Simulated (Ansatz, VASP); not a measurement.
**NiMoIrPdW in VASP and in Ansatz**

```
CELL_PARAMETERS angstrom
4.14670 0.00000 0.00000
-2.07335 3.59115 0.00000
0.00000 0.00000 5.41629
ATOMIC_POSITIONS crystal
Ni 0.00000 0.00000 0.02221
Mo 0.66667 0.33333 0.45996
Pd 0.33333 0.66667 0.74601
Ir 0.33333 0.66667 0.25641
W 0.66667 0.33333 0.99985
```

Alike in both runs: task single point; functional PBE; k mesh 4 × 4 × 2; occupations fermi-dirac, width 0.05 eV; collinear spin.

|  | VASP | Ansatz |
| --- | --- | --- |
| version | VASP 6.6.1 | Ansatz 0.2.0 |
| potentials or method | VASP PAW PBE potentials, release 64 (Ni, Mo_sv, Pd, Ir, W_sv), cutoff 520 eV | all-electron LAPW, scalar-relativistic |

Ansatz gave:

| Item | Value |
| --- | --- |
| gap on the k mesh at the Fermi level (eV) | none |
| pressure (GPa) | 0.9 |
| traceless stress, the component that is largest in VASP (GPa) | 0.42 |
| rms of the force components (eV/Å) | 0.237 |
| net moment per atom (μB) | 0.00 |

Which values does VASP return?

gap on the k mesh at the Fermi level (eV): none; pressure (GPa): 1.1; traceless stress, the component that is largest in VASP (GPa): 0.40; rms of the force components (eV/Å): 0.226; net moment per atom (μB): 0.00.

Atom by atom the forces differ by 0.012 eV/Å (rms over components). A gap of «none» marks a metal or a gap that the smearing closes. Ansatz ran all-electron here, and VASP with PAW potentials.

The k mesh is coarse, so the values compare programs but aren't converged. Spin-orbit coupling is off throughout. Noted on Ansatz's run: the k mesh is thin for a metal, which can move the energy by tens of meV per atom.
